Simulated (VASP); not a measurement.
Input of a VASP 6.6.1 run:

The input INCAR:

```
SYSTEM = RbBr
PREC = Accurate
ENCUT = 520
EDIFF = 1E-6
ISMEAR = -1
SIGMA = 0.03
LREAL = .False.
LASPH = .True.
NELM = 100
ALGO = Normal
ISIF = 2
LWAVE = .False.
LCHARG = .False.
GGA = CA
NBANDS = 15
```

The input KPOINTS:

```
Automatic mesh
0
Gamma
  6 6 6
  0 0 0
```

POSCAR

```
RbBr
1.0
    0.0000000000      3.5237313002      3.5237313002
    3.5237313002      0.0000000000      3.5237313002
    3.5237313002      3.5237313002      0.0000000000
Rb Br
1 1
Direct
    0.0000000000      0.0000000000      0.0000000000
    0.5000000000      0.5000000000      0.5000000000
```

Potentials or basis: VASP PAW LDA potentials, release 64 (Rb_sv, Br).

Command:

```console
$ cat potpaw_LDA.64/Rb_sv/POTCAR potpaw_LDA.64/Br/POTCAR > POTCAR
$ mpirun -np 1 vasp_std > vasp.out
```

Question: Estimate the band gap on the k mesh.

Answer: 3.77 eV.

Question: Estimate the pressure.

Answer: -2.0 GPa.
